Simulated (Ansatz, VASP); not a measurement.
One calculation of BeS, two programs

File INCAR:

```
SYSTEM = BeS
ALGO = Normal
EDIFF = 1E-6
ENCUT = 600
GGA = PS
GGA_COMPAT = .FALSE.
ISIF = 2
ISMEAR = 0
LASPH = .TRUE.
LCHARG = .FALSE.
LREAL = .FALSE.
LWAVE = .FALSE.
NBANDS = 11
NELM = 120
PREC = Accurate
SIGMA = 0.02
```

File KPOINTS:

```
k-points
0
G
  10 10 10
  0 0 0
```

File POSCAR:

```
BeS
1.0
    0.0000000000      2.2919933136      2.2919933136
    2.2919933136      0.0000000000      2.2919933136
    2.2919933136      2.2919933136      0.0000000000
Be S
1 1
Direct
    0.0000000000      0.0000000000      0.0000000000
    0.5000000000      0.5000000000      0.5000000000
```

Input for Ansatz:

```yaml
crystal:
  lattice:
    - [0.0, 2.2919933136, 2.2919933136]
    - [2.2919933136, 0.0, 2.2919933136]
    - [2.2919933136, 2.2919933136, 0.0]
  atoms:
    - { symbol: Be, position: [0.0, 0.0, 0.0] }
    - { symbol: S, position: [0.5, 0.5, 0.5] }
basis:
  ecutwfc: 420
kpoints:
  mp_grid: { grid: [10, 10, 10] }
hamiltonian:
  xc: pbesol
scf:
  occupations: { method: gaussian, width: 0.02 }
output:
  forces: true
  stress: true
  eigenvalues: true
```

Alike in both runs: task single point; functional PBEsol; k mesh 10 × 10 × 10; occupations gaussian, width 0.02 eV; no spin polarisation.

|  | VASP | Ansatz |
| --- | --- | --- |
| version | VASP 6.6.1 | Ansatz 0.2.0 |
| potentials or method | VASP PAW PBE potentials, release 64 (Be, S), cutoff 600 eV | scalar-relativistic, plane waves, PAW |
| valence electrons in the cell | 8 | 8 |

|  | VASP | Ansatz | Ansatz less VASP |
| --- | --- | --- | --- |
| gap on the k mesh at the Fermi level (eV) | 1.03 | 1.01 | -0.018 |
| least direct gap on the mesh (eV) | 4.31 | 4.29 | -0.020 |
| pressure (GPa) | 0.6 | 0.5 | -0.16 |

VASP's potentials were made for PBE, not for PBEsol.
